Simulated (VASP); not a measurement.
A run of VASP 6.6.1 is set up as follows.

File POSCAR:

```
Al
1.0
    0.0000000000      3.0137355251      3.0137355251
    3.0137355251      0.0000000000      3.0137355251
    3.0137355251      3.0137355251      0.0000000000
Al
2
Direct
    0.1250000000      0.1250000000      0.1250000000
    0.8750000000      0.8750000000      0.8750000000
```

Contents of INCAR.step1:

```
  ALGO = Normal
  EDIFF = 1E-4
  ENCUT = 520
  GGA = PE
  ISMEAR = -1
  LASPH = T
  LCHARG = F
  LREAL = F
  LWAVE = T
  NBANDS = 10
  NELM = 100
  PREC = Accurate
  SIGMA = 0.1
```

INCAR.step2

```
  ALGO = Normal
  EDIFF = 1E-6
  ENCUT = 520
  ISIF = 2
  ISMEAR = -1
  ISTART = 1
  LASPH = T
  LCHARG = F
  LMIXTAU = T
  LREAL = F
  LWAVE = F
  METAGGA = R2SCAN
  NBANDS = 10
  NELM = 100
  PREC = Accurate
  SIGMA = 0.1
```

File KPOINTS:

```
k-points
0
Gamma
  10 10 10
```

Potentials or basis: VASP PAW PBE potentials, release 64 (Al).

The run is started by

```bash
$ cat potpaw_PBE.64/Al/POTCAR > POTCAR
$ cp INCAR.step1 INCAR
$ mpirun -np 1 vasp_std > vasp.out
$ cp INCAR.step2 INCAR
$ mpirun -np 1 vasp_std > vasp.out
```

(1) What does it give for the pressure?

(2) What does it give for the band gap on the k mesh?

## Answers

(1) -0.1 GPa.

(2) zero (band 3 reaches 5.03 eV, above the bottom of band 4 at 1.38 eV).

Caveat: the PAW data sets were made with another functional, which shifts forces and pressure a little.
